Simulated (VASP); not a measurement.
# CoSi2 in VASP: further runs

Runs on CoSi2. Level: PBEsol. Tasks: single point.

Everything below comes from runs of VASP 6.6.1. Logs are shortened: lines on timing, memory, paths and dates and some standing lists are left out, and cuts for length are marked.

## Step 1: The cell of the first run

Symmetry: I4/mmm, No. 139, tetragonal system. The conventional cell has a = 3.735 Å, b = 3.735 Å, c = 5.392 Å, α = 90.00°, β = 90.00°, γ = 90.00°. Co (site symmetry 4/mmm) has 8 Si at 2.30 Å within 3.0 Å. Si (site symmetry -4m2) has 4 Co at 2.30 Å and 6 Si at 2.64 to 2.70 Å within 3.0 Å.

## Step 2: Single point, PBEsol (uniaxial strain along c: +1.5 %, then relaxed in part)

INCAR reads:

```
SYSTEM = CoSi2
  ALGO = Normal
  EDIFF = 1E-7
  ENCUT = 520
  GGA = PS
  ISIF = 2
  ISMEAR = 0
  LASPH = .TRUE.
  LCHARG = .FALSE.
  LREAL = .FALSE.
  LWAVE = .FALSE.
  NBANDS = 26
  NELM = 60
  PREC = Accurate
  SIGMA = 0.1
```

KPOINTS reads:

```
k-points
0
G
  10 10 8
  0 0 0
```

POSCAR reads:

```
CoSi2
1.0
    2.6409913574      2.6409913574      0.0000000000
   -2.6409913574      2.6409913574      0.0000000000
    0.0000000000      0.0000000000      5.3921955512
Co Si
2 4
Direct
    0.0000000000      0.0000000000      0.0000000000
    0.5000000000      0.5000000000      0.5000000000
    0.0000000000      0.5000000000      0.7500000000
    0.5000000000      0.0000000000      0.7500000000
    0.5000000000      0.0000000000      0.2500000000
    0.0000000000      0.5000000000      0.2500000000
```

Potentials or basis: VASP PAW PBE potentials, release 64 (Co, Si).

On the command line:

```
cat potpaw_PBE.64/Co/POTCAR potpaw_PBE.64/Si/POTCAR > POTCAR
mpirun -np 1 vasp_std > vasp.out
```

OUTCAR:

```text
SYSTEM = CoSi2
   EDIFF = 1E-7
   ENCUT = 520
   GGA = PS
   ISIF = 2
   ISMEAR = 0
   LASPH = .TRUE.
   LREAL = .FALSE.
   NELM = 60
   PREC = Accurate

 ion  position               nearest neighbor table
   1  0.000  0.000  0.000-   3 2.30   4 2.30   5 2.30   6 2.30   3 2.30   6 2.30   4 2.30   5 2.30

   2  0.500  0.500  0.500-   3 2.30   4 2.30   5 2.30   6 2.30   4 2.30   5 2.30   3 2.30   6 2.30

   3  0.000  0.500  0.750-   1 2.30   2 2.30   1 2.30   2 2.30   4 2.64   4 2.64   4 2.64   4 2.64
                             6 2.70   6 2.70
   4  0.500  0.000  0.750-   1 2.30   2 2.30   2 2.30   1 2.30   3 2.64   3 2.64   3 2.64   3 2.64
                             5 2.70   5 2.70
   5  0.500  0.000  0.250-   1 2.30   2 2.30   2 2.30   1 2.30   6 2.64   6 2.64   6 2.64   6 2.64
                             4 2.70   4 2.70
   6  0.000  0.500  0.250-   1 2.30   2 2.30   1 2.30   2 2.30   5 2.64   5 2.64   5 2.64   5 2.64
                             3 2.70   3 2.70

  LATTYP: Found a simple tetragonal cell.
 ALAT       =     3.7349257957
 C/A-ratio  =     1.4437222708

  Lattice vectors:

 A1 = (   2.6409913574,   2.6409913574,   0.0000000000)
 A2 = (  -2.6409913574,   2.6409913574,   0.0000000000)
 A3 = (   0.0000000000,   0.0000000000,   5.3921955512)

Analysis of symmetry for initial positions (statically):
=====================================================================
 Subroutine PRICEL returns following result:

  LATTYP: Found a body centered tetragonal cell.
 ALAT       =     3.7349257957
 C/A-ratio  =     1.4437222708

  Lattice vectors:

 A1 = (   2.6409913574,   0.0000000000,  -2.6960977756)
 A2 = (  -2.6409913574,   0.0000000000,  -2.6960977756)
 A3 = (   0.0000000000,   2.6409913574,   2.6960977756)

   2 primitive cells build up your supercell.

 Routine SETGRP: Setting up the symmetry group for a
 simple tetragonal supercell.

 Subroutine GETGRP returns: Found 16 space group operations
 (whereof 16 operations were pure point group operations)
 out of a pool of 16 trial point group operations.

The static configuration has the point symmetry D_4h.

Analysis of symmetry for dynamics (positions and initial velocities):
=====================================================================
 Subroutine PRICEL returns following result:

  LATTYP: Found a body centered tetragonal cell.
 ALAT       =     3.7349257957
 C/A-ratio  =     1.4437222708

  Lattice vectors:

 A1 = (   2.6409913574,   0.0000000000,  -2.6960977756)
 A2 = (  -2.6409913574,   0.0000000000,  -2.6960977756)
 A3 = (   0.0000000000,   2.6409913574,   2.6960977756)

   2 primitive cells build up your supercell.

 Routine SETGRP: Setting up the symmetry group for a
 simple tetragonal supercell.

 Subroutine GETGRP returns: Found 16 space group operations
 (whereof 16 operations were pure point group operations)
 out of a pool of 16 trial point group operations.

The dynamic configuration has the point symmetry D_4h.

 Subroutine INISYM returns: Found 16 space group operations
 (whereof 16 operations are pure point group operations),
 and found     2 'primitive' translations

----------------------------------------------------------------------------------------

                                     Primitive cell

  volume of cell :      37.6097

  direct lattice vectors                    reciprocal lattice vectors
     2.640991357  0.000000000 -2.696097776     0.189322846  0.189322846 -0.185453215
    -2.640991357  0.000000000 -2.696097776    -0.189322846  0.189322846 -0.185453215
     0.000000000  2.640991357  2.696097776     0.000000000  0.378645692  0.000000000

  length of vectors
     3.774093079  3.774093079  3.774093079     0.325697981  0.325697981  0.378645692

  position of ions in fractional coordinates (direct lattice)
     0.000000000  0.000000000  0.000000000
     0.250000000  0.750000000  0.500000000
     0.750000000  0.250000000  0.500000000

  ion indices of the primitive-cell ions
   primitive index   ion index
                 1           1
                 2           3
                 3           4

----------------------------------------------------------------------------------------

 KPOINTS: k-points

Automatic generation of k-mesh.
 Grid dimensions read from file:
 generate k-points for:   10   10    8

 Generating k-lattice:

  Cartesian coordinates                     Fractional coordinates (reciprocal lattice)
     0.018932285  0.018932285  0.000000000     0.100000000  0.000000000  0.000000000
    -0.018932285  0.018932285  0.000000000     0.000000000  0.100000000  0.000000000
     0.000000000  0.000000000  0.023181652     0.000000000  0.000000000  0.125000000

  Length of vectors
     0.026774294  0.026774294  0.023181652

  Shift w.r.t. Gamma in fractional coordinates (k-lattice)
     0.000000000  0.000000000  0.000000000

 Subroutine IBZKPT returns following result:
 ===========================================

 Found    105 irreducible k-points:

 Following reciprocal coordinates:
            Coordinates               Weight
  0.000000  0.000000  0.000000      1.000000
  0.100000  0.000000  0.000000      4.000000
  0.200000  0.000000  0.000000      4.000000
  0.300000  0.000000  0.000000      4.000000
  0.400000  0.000000  0.000000      4.000000
  0.500000  0.000000  0.000000      2.000000
[... 16 lines left out ...]
  0.100000  0.000000  0.125000      8.000000
  0.200000  0.000000  0.125000      8.000000
 [... further k-points ...]
   k-points           NKPTS =    105   k-points in BZ     NKDIM =    105   number of bands    NBANDS=     26
   number of dos      NEDOS =    301   number of ions     NIONS =      6
   total plane-waves  NPLWV =  31360
   dimension x,y,z NGX =    28 NGY =   28 NGZ =   40
   dimension x,y,z NGXF=    56 NGYF=   56 NGZF=   80
   ions per type =               2   4
   NGX,Y,Z   is equivalent  to a cutoff of  12.46, 12.46, 12.33 a.u.
   NGXF,Y,Z  is equivalent  to a cutoff of  24.93, 24.93, 24.66 a.u.
 SYSTEM =  CoSi2
   PREC   = accura    normal or accurate (medium, high low for compatibility)
   ISTART =      0    job   : 0-new  1-cont  2-samecut
   ICHARG =      2    charge: 1-file 2-atom 10-const
   ISPIN  =      1    spin polarized calculation?
   LNONCOLLINEAR =      F non collinear calculations
   LSORBIT =      F    spin-orbit coupling
   LASPH  =      T    aspherical Exc in radial PAW
   ENCUT  =  520.0 eV  38.22 Ry    6.18 a.u.   6.94  6.94 10.03*2*pi/ulx,y,z
   NELM   =     60;   NELMIN=  2; NELMDL= -5     # of ELM steps
   EDIFF  = 0.1E-06   stopping-criterion for ELM
   LREAL  =      F    real-space projection
   EDIFFG = 0.1E-05   stopping-criterion for IOM
   NSW    =      0    number of steps for IOM
   IBRION =     -1    ionic relax: 0-MD 1-quasi-New 2-CG
   NFREE  =      0    steps in history (QN), initial steepest desc. (CG)
   ISIF   =      2    stress and relaxation
   ISYM   =      2    0-nonsym 1-usesym 2-fastsym
   POTIM  = 0.5000    time-step for ionic-motion
   TEBEG  =    0.0;   TEEND  =   0.0 temperature during run
   PSTRESS=    0.0 pullay stress
   NELECT =      34.0000    total number of electrons
   NUPDOWN=      -1.0000    fix difference up-down
   EMIN   =  10.00;   EMAX   =-10.00  energy-range for DOS
   EFERMI =   0.00;   METHOD = LEGACY
   ISMEAR =     0;   SIGMA  =   0.10  broadening in eV -4-tet -1-fermi 0-gaus
   EFERMI_NEDOS =   21; number of points for ismear=-14 and -15
   IALGO  =     38    algorithm
   IMIX   =      4    mixing-type and parameters
     AMIX     =   0.40;   BMIX     =  1.00
     AMIX_MAG =   1.60;   BMIX_MAG =  1.00
  volume/ion in A,a.u.               =      12.54        84.60
  Fermi-wavevector in a.u.,A,eV,Ry     =   1.256390  2.374234 21.477025  1.578517
  Thomas-Fermi vector in A             =   2.390101
   LORBIT       =      0    0 simple, 1 ext, 2 COOP (PROOUT), +10 PAW based schemes
   GGA     = PS    functional components
   LHFCALC =     F    Hartree Fock is set to
   AEXX    =    0.0000 exact exchange contribution
   IVDW    =     0    specifies the selected vdW correction
   LEPSILON=     F    determine dielectric tensor
   LRPA    =     F    only Hartree local field effects (RPA)
 non-spin polarized calculation
 Gauss-broadening in eV      SIGMA  =   0.10
  energy-cutoff  :      520.00
  volume of cell :       75.22
 maximum number of plane-waves:      2046
 NGX is ok and might be reduce to    28
   NGX = 13   NGY = 13   NGZ = 21

 number of electron      33.9999994 magnetization

 Free energy of the ion-electron system (eV)
  ---------------------------------------------------
  ext. energy  EPLUGINS =         0.00000000
  ---------------------------------------------------
  free energy    TOTEN  =       -41.96670631 eV

  energy without entropy =      -41.95879634  energy(sigma->0) =      -41.96275132

 E-fermi :  10.2794     XC(G=0): -11.9524

 val. band max:       10.1897001000   @ k =   0.3000   0.3000   0.2500
 cond. band min:      10.2892141882   @ k =   0.5000   0.1000   0.1250
 fundamental gap:      0.0995140882
 Fermi energy:        10.2794024107

 k-point     1 :       0.0000    0.0000    0.0000
  band No.  band energies     occupation
      1      -3.0022      2.00000
      2       0.9678      2.00000
      3       2.9376      2.00000
      4       3.9730      2.00000
      5       6.0760      2.00000
      6       6.0760      2.00000
[... 18 lines left out ...]
     25      15.5534      0.00000
     26      16.2799      0.00000

 k-point     2 :       0.1000    0.0000    0.0000
  band No.  band energies     occupation
      1      -2.8976      2.00000
      2       1.0488      2.00000
      3       3.0361      2.00000
      4       3.6693      2.00000
      5       5.8420      2.00000
      6       6.1304      2.00000
[... 18 lines left out ...]
     25      15.6924      0.00000
     26      15.6935      0.00000

 k-point     3 :       0.2000    0.0000    0.0000
  band No.  band energies     occupation
      1      -2.5855      2.00000
      2       1.2900      2.00000
      3       2.7918      2.00000
      4       3.3575      2.00000
      5       5.2445      2.00000
      6       6.1496      2.00000
[... 18 lines left out ...]
     25      15.9854      0.00000
     26      16.0455      0.00000

 k-point     4 :       0.3000    0.0000    0.0000
  band No.  band energies     occupation
      1      -2.0713      2.00000
      2       1.6823      2.00000
      3       1.6859      2.00000
      4       3.8267      2.00000
      5       4.4699      2.00000
      6       6.0042      2.00000
[... 18 lines left out ...]
     25      16.2997      0.00000
     26      16.5634      0.00000

 k-point     5 :       0.4000    0.0000    0.0000
  band No.  band energies     occupation
      1      -1.3645      2.00000
      2       0.5518      2.00000
      3       2.2264      2.00000
      4       3.6581      2.00000
      5       4.4330      2.00000
      6       5.6469      2.00000
[... 18 lines left out ...]
     25      16.5797      0.00000
     26      17.3297      0.00000

 k-point     6 :       0.5000    0.0000    0.0000
  band No.  band energies     occupation
      1      -0.4811      2.00000
      2      -0.4811      2.00000
      3       2.8936      2.00000
      4       2.8936      2.00000
      5       5.0838      2.00000
      6       5.0838      2.00000
[... 427 lines left out ...]
 k-point    21 :       0.5000    0.5000    0.0000
  band No.  band energies     occupation
      1       1.2800      2.00000
      2       1.2800      2.00000
      3       2.9466      2.00000
      4       2.9466      2.00000
      5       3.7188      2.00000
      6       3.7188      2.00000
[... 18 lines left out ...]
     25      19.7490      0.00000
     26      19.7490      0.00000

 k-point    22 :       0.0000    0.0000    0.1250
  band No.  band energies     occupation
      1      -2.9242      2.00000
      2       0.4919      2.00000
      3       3.5088      2.00000
      4       4.0321      2.00000
      5       6.0432      2.00000
      6       6.0829      2.00000
[... 18 lines left out ...]
     25      14.9687      0.00000
     26      16.3672      0.00000

 k-point    23 :       0.1000    0.0000    0.1250
  band No.  band energies     occupation
      1      -2.8198      2.00000
      2       0.5791      2.00000
      3       3.5973      2.00000
      4       3.7289      2.00000
      5       5.6930      2.00000
      6       6.1354      2.00000
[... 18 lines left out ...]
     25      15.7743      0.00000
     26      15.7951      0.00000

 k-point    24 :       0.2000    0.0000    0.1250
  band No.  band energies     occupation
      1      -2.5086      2.00000
      2       0.8370      2.00000
      3       2.8713      2.00000
      4       3.8764      2.00000
      5       5.0472      2.00000
      6       6.2424      2.00000
[... 18 lines left out ...]
     25      15.7024      0.00000
     26      16.2686      0.00000

 [... further k-points ...]

------------------------ aborting loop because EDIFF is reached ----------------------------------------

  FORCE on cell =-STRESS in cart. coord.  units (eV):
  Direction    XX          YY          ZZ          XY          YZ          ZX
  --------------------------------------------------------------------------------------
  -------------------------------------------------------------------------------------
  Total        0.0599685      0.0599685     -0.8715242      0.0000000      0.0000000     -0.0000000
  in kB        1.2773339      1.2773339    -18.5635244      0.0000000      0.0000000     -0.0000000
  external PRESSURE =      -5.3362855 kB  Pullay stress =       0.0000000 kB

 VOLUME and BASIS-vectors are now :
 -----------------------------------------------------------------------------
  energy-cutoff  :      520.00
  volume of cell :       75.22
      direct lattice vectors                 reciprocal lattice vectors
     2.640991357  2.640991357  0.000000000     0.189322846  0.189322846  0.000000000
    -2.640991357  2.640991357  0.000000000    -0.189322846  0.189322846  0.000000000
     0.000000000  0.000000000  5.392195551     0.000000000  0.000000000  0.185453215

 POSITION                                       TOTAL-FORCE (eV/Angst)
 -----------------------------------------------------------------------------------
      0.00000      0.00000      0.00000        -0.000000      0.000000     -0.000000
      0.00000      2.64099      2.69610         0.000000     -0.000000      0.000000
     -1.32050      1.32050      4.04415         0.000000     -0.000000     -0.000000
      1.32050      1.32050      4.04415         0.000000     -0.000000     -0.000000
      1.32050      1.32050      1.34805         0.000000     -0.000000     -0.000000
     -1.32050      1.32050      1.34805         0.000000     -0.000000      0.000000
 -----------------------------------------------------------------------------------
    total drift:                               -0.000000      0.000000      0.000000

  FREE ENERGIE OF THE ION-ELECTRON SYSTEM (eV)
  ---------------------------------------------------
  free  energy   TOTEN  =       -41.9667063053 eV

  energy  without entropy=      -41.9587963415  energy(sigma->0) =      -41.96275132
```

It took 4.9 min on 1 thread of Intel Xeon 8259CL, shared host; peak memory 0.3 GiB.

What came out:

```yaml
Free_energy: -41.9667 eV
Pressure: -0.5 GPa
Band_gap_on_the_k_mesh: zero (bands 17 and 18 overlap by 3.27 eV)
```

Levels at points of the mesh, in eV from the Fermi level:
```
           k point  band 15  band 16  band 17  band 18  band 19  band 20
(0.00, 0.00, 0.00)    -1.36     1.01     1.77     2.96     3.28     3.42
(0.50, 0.00, 0.00)    -1.19    -1.19     0.36     0.36     2.66     2.66
(0.50, 0.50, 0.00)    -1.96    -1.96    -1.37    -1.37     1.62     1.62
(0.00, 0.00, 0.50)    -0.31    -0.31    -0.31    -0.31     1.60     1.60
(0.50, 0.00, 0.50)    -0.55    -0.55    -0.39    -0.39     2.74     2.74
(0.50, 0.50, 0.50)    -1.46    -1.46    -0.73    -0.73     3.64     3.64
```

Caveat: the cell differs from its parent crystal (uniaxial strain along c: +1.5 %, then relaxed in part); the PAW data sets were made with another functional, which shifts forces and pressure a little; the run has no spin polarisation, though such a crystal can be magnetic.

(Part 1 of 2 ends here.)

The gap in the log of VASP goes by the Fermi energy; the results here count the filled bands.